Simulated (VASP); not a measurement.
**Sc2BSb3: relaxation of shape and atoms at fixed volume with PBE**

Sc2BSb3:

```
Sc B Sb
1.0
     4.07702    0.00000    0.00000
    -2.03851    3.53081    0.00000
     0.00000    0.00000   10.56525
Sc B Sb
2 1 3
Direct
  0.33333 0.66667 0.83328
  0.66667 0.33333 0.17483
  0.33333 0.66667 0.57144
  0.33333 0.66667 0.35299
  0.66667 0.33333 0.64322
  0.00000 0.00000 0.00425
```

```
Program                : VASP 6.6.1
Task                   : relaxation of shape and atoms at fixed volume
Functional             : PBE
Potentials or basis    : VASP PAW PBE potentials, release 64 (Sc_sv, B, Sb)
Cutoff                 : 600 eV
k mesh                 : 12 × 12 × 4
Occupations            : gaussian, width 0.1 eV
Spin                   : no spin polarisation
Dipole correction      : no
Further INCAR settings : ALGO = Normal; EDIFF = 1e-07; IBRION = 2; EDIFFG = -0.01; NSW = 50; ISIF = 4
```

```json
{
  "Energy gained by relaxing": "0.7 meV/atom",
  "Ionic steps": "7",
  "Pressure after relaxing": "-4.7 GPa",
  "Largest force after relaxing": "0.009 eV/Å",
  "Band gap on the k mesh": "zero (bands 20 and 21 overlap by 0.80 eV)"
}
```

Forces on the atoms (eV/Å):
```
Sc   0.000  0.000  0.001
Sc   0.000  0.000 -0.009
B    0.000  0.000  0.000
Sb   0.000  0.000  0.002
Sb   0.000  0.000  0.006
Sb   0.000  0.000  0.000
```

Step by step:
| step | energy change (eV) | largest force (eV/Å) | pressure (GPa) | volume (Å³) |
| --- | --- | --- | --- | --- |
| 1 | 0.0000 | 0.0492 | -5.01 | 152.09 |
| 2 | -0.0025 | 0.0635 | -4.91 | 152.09 |
| 3 | -0.0034 | 0.1208 | -4.80 | 152.09 |
| 4 | -0.0042 | 0.0355 | -4.77 | 152.09 |
| 5 | -0.0043 | 0.0122 | -4.75 | 152.09 |
| 6 | -0.0043 | 0.0132 | -4.75 | 152.09 |
| 7 | -0.0043 | 0.0088 | -4.75 | 152.09 |

Final structure:
```yaml
crystal:
  lattice:
    - [4.09931, 0.00000, 0.00000]
    - [-2.04966, 3.55011, 0.00000]
    - [0.00000, 0.00000, 10.45068]
  atoms:
    - { symbol: Sc, position: [0.33333, 0.66667, 0.83319] }
    - { symbol: Sc, position: [0.66667, 0.33333, 0.17561] }
    - { symbol: B, position: [0.33333, 0.66667, 0.57185] }
    - { symbol: Sb, position: [0.33333, 0.66667, 0.35185] }
    - { symbol: Sb, position: [0.66667, 0.33333, 0.64326] }
    - { symbol: Sb, position: [0.00000, 0.00000, 0.00425] }
```

Levels at points of the mesh, in eV from the Fermi level:
```
           k point  band 16  band 17  band 18  band 19  band 20  band 21  band 22  band 23  band 24
(0.00, 0.00, 0.00)    -0.93    -0.93    -0.75     0.18     0.56     0.56     0.74     1.18     1.18
(0.50, 0.00, 0.00)    -2.85    -2.29    -1.36    -1.25    -0.58    -0.19     0.62     1.46     1.85
(0.00, 0.00, 0.50)    -1.75    -0.69    -0.69    -0.48     0.12     0.12     1.05     1.05     1.42
(0.50, 0.00, 0.50)    -2.88    -2.37    -1.68    -1.30    -0.29    -0.03     0.44     1.58     1.69
```

It took 43 min on 1 thread of Intel Xeon 8259CL, on a shared host, peak memory 0.56 GiB.

Caveat: spin-orbit coupling is left out, which moves the levels of the heavy elements.
